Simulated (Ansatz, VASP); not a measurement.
**One calculation of Rh, two programs**

```xyz
1
Lattice="-0.0190 1.8920 1.8920 1.8920 -0.0190 1.8920 1.8920 1.8920 -0.0190" Properties=species:S:1:pos:R:3 pbc="T T T"
Rh    0.0000    0.0000    0.0000
```

Change from the starting cell: equal xy, yz and zx shear strains of -1 %, crystal datasets.

Alike in both runs: task electric field gradients; functional PBE; k mesh 16 × 16 × 16; occupations fermi-dirac, width 0.08 eV; no spin polarisation.

|  | VASP | Ansatz |
| --- | --- | --- |
| version | VASP 6.6.1 | Ansatz 0.2.0 |
| potentials or method | VASP PAW PBE potentials, release 64 (Rh_pv), cutoff 520 eV | all-electron PAW with datasets made for the crystal, scalar-relativistic |

|  | VASP | Ansatz | Ansatz less VASP |
| --- | --- | --- | --- |
| pressure (GPa) | 6.2 | 6.1 | -0.08 |
| traceless stress, the component that is largest in VASP (GPa) | 2.02 | 2.02 | -0.002 |
| size of Vzz on the site where it differs most (V/Å²) | 1.6 | 0.1 | -1.51 |

Ansatz ran all-electron here, and VASP with PAW potentials.
